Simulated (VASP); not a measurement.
Crystal: SiB2.

```
CELL_PARAMETERS angstrom
2.08576 -4.44849 0.00000
2.08576 4.44849 0.00000
0.00000 0.00000 2.96454
ATOMIC_POSITIONS crystal
Si 0.00000 0.50000 0.00000
Si 0.50000 0.00000 0.00000
B 0.10192 0.32163 0.50000
B 0.89808 0.67837 0.50000
B 0.32163 0.10192 0.50000
B 0.67837 0.89808 0.50000
```

The cell was generated, and may not be a known phase.

* Program: VASP 6.6.1
* Task: relaxation of cell and atoms
* Functional: PBE
* Potentials or basis: VASP PAW PBE potentials, release 64 (Si, B)
* Cutoff: 600 eV
* k mesh: 4 × 4 × 6
* Occupations: gaussian, width 0.1 eV
* Spin: no spin polarisation

At the start: pressure 43.0 GPa; volume 9.17 Å³/atom.

Question: How do energy, volume and symmetry change on relaxing?

Answer: Over 25 steps the energy falls by 692.5 meV/atom and the volume is 11.74 Å³/atom (+28.1 %); space group Cmmm (No. 65, to 0.1 Å) before and after.

Step by step:
```
step  energy change (eV)  largest force (eV/Å)  pressure (GPa)  volume (Å³)
   1              0.0000                3.9198           43.01        55.01
   2             -2.9876                0.9161          -11.91        76.63
   3             -3.2454                1.2072           -6.53        70.51
   4             -3.2499                1.0776           -7.39        71.17
   5             -3.4743                2.2541            3.91        68.07
   6             -3.5549                1.0949           -0.70        69.11
   7             -3.8050                0.8015            1.58        67.73
   8             -3.8201                0.9042            2.45        67.36
   9             -3.9748                0.4310            1.48        68.28
  10             -4.0244                0.4007            1.28        68.99
  11             -4.0249                0.4683            1.30        69.10
  12             -4.0778                0.3128           -0.64        70.87
  13             -4.0786                0.3454           -0.85        71.11
  14             -4.1280                0.2191           -0.19        71.73
  15             -4.1281                0.2032           -0.24        71.70
  16             -4.1328                0.1277            0.18        71.51
  17             -4.1328                0.1250            0.18        71.51
  18             -4.1362                0.1434            0.11        71.47
  19             -4.1411                0.2735           -0.14        71.33
  20             -4.1464                0.1719           -0.39        71.28
  21             -4.1525                0.0656           -1.01        71.13
  22             -4.1537                0.0554           -0.71        70.90
  23             -4.1546                0.0457           -0.27        70.56
  24             -4.1546                0.0448           -0.20        70.51
  25             -4.1550                0.0192           -0.07        70.47
```

Final structure:
```yaml
crystal:
  lattice:
    - [2.70664, -4.61039, 0.00000]
    - [2.70664, 4.61039, 0.00000]
    - [0.00000, 0.00000, 2.82342]
  atoms:
    - { symbol: Si, position: [0.00000, 0.50000, 0.00000] }
    - { symbol: Si, position: [0.50000, 0.00000, 0.00000] }
    - { symbol: B, position: [0.08126, 0.25992, 0.50000] }
    - { symbol: B, position: [0.91874, 0.74008, 0.50000] }
    - { symbol: B, position: [0.25992, 0.08126, 0.50000] }
    - { symbol: B, position: [0.74008, 0.91874, 0.50000] }
```

Caveat: the k points lie up to 0.37 Å⁻¹ apart in the final cell, too coarse for converged energies and pressures of a metal; the volume moved by over 15 % at a fixed basis, so the end points are rough.
